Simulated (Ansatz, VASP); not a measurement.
# InSb in VASP and in Ansatz

```
In Sb
1.0
     3.09093    0.00000    0.00000
     0.00000    3.09093    0.00000
     0.00000    0.00000    6.23391
In Sb
1 1
Cartesian
  0.0000 0.0000 0.0000
  0.0000 0.0000 3.1170
```

Alike in both runs: functional PBE; k mesh 14 × 14 × 8; occupations gaussian, width 0.1 eV; no spin polarisation.

Ansatz relaxed the structure, and its values are those at the end. VASP's run is a single point on that final structure, the one shown.

|  | VASP | Ansatz |
| --- | --- | --- |
| version | VASP 6.6.1 | Ansatz 0.2.0 |
| potentials or method | VASP PAW PBE potentials, release 64 (In_d, Sb), cutoff 520 eV | scalar-relativistic, plane waves, PAW |
| valence electrons in the cell | 18 | 28 |

```tsv
	VASP	Ansatz	Ansatz less VASP
gap on the k mesh at the Fermi level (eV)	none	none	-
pressure (GPa)	0.0	0.0	+0.02
```

A gap of «none» marks a metal or a gap that the smearing closes. With one functional, cell and mesh, what is left measures potentials, basis and numerics. VASP's potentials hold 18 valence electrons a cell and Ansatz's 28, so a difference there can come from the potentials and not from the codes.

Spin-orbit coupling is off throughout.
